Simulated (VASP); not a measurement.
Crystal: Al2O3.

```
Al O
1.0
     2.37850    1.37323    4.32923
    -2.37850    1.37323    4.32923
     0.00000   -2.74646    4.32923
Al O
4 6
Direct
  0.85218 0.85218 0.85218
  0.64782 0.64782 0.64782
  0.14782 0.14782 0.14782
  0.35218 0.35218 0.35218
  0.05625 0.44375 0.75000
  0.75000 0.05625 0.44375
  0.44375 0.75000 0.05625
  0.94375 0.55625 0.25000
  0.25000 0.94375 0.55625
  0.55625 0.25000 0.94375
```

* Program: VASP 6.6.1
* Task: relaxation of cell and atoms
* Functional: PBE
* Potentials or basis: VASP PAW PBE potentials, release 64 (Al, O)
* Cutoff: 600 eV
* k mesh: 6 × 6 × 6
* Occupations: gaussian, width 0.02 eV
* Spin: no spin polarisation

At the start: pressure 7.4 GPa; volume 8.48 Å³/atom.

Q: Where does the relaxation end?

A: Over 7 steps the energy falls by 5.9 meV/atom and the volume is 8.75 Å³/atom (+3.1 %); space group R-3c (No. 167, to 0.1 Å) before and after.

The path:
```tsv
step	energy change (eV)	largest force (eV/Å)	pressure (GPa)	volume (Å³)
1	0.0000	0.0255	7.42	84.84
2	-0.0153	0.0580	-5.76	89.76
3	-0.0586	0.0217	-0.01	87.44
4	-0.0586	0.0209	0.13	87.38
5	-0.0587	0.0008	0.12	87.40
6	-0.0587	0.0007	0.12	87.40
7	-0.0587	0.0013	-0.08	87.47
```

Final structure:
```
CELL_PARAMETERS angstrom
2.40328 1.38753 4.37177
-2.40328 1.38753 4.37177
0.00000 -2.77507 4.37177
ATOMIC_POSITIONS crystal
Al 0.85216 0.85216 0.85216
Al 0.64784 0.64784 0.64784
Al 0.14784 0.14784 0.14784
Al 0.35216 0.35216 0.35216
O 0.05617 0.44383 0.75000
O 0.75000 0.05617 0.44383
O 0.44383 0.75000 0.05617
O 0.94383 0.55617 0.25000
O 0.25000 0.94383 0.55617
O 0.55617 0.25000 0.94383
```
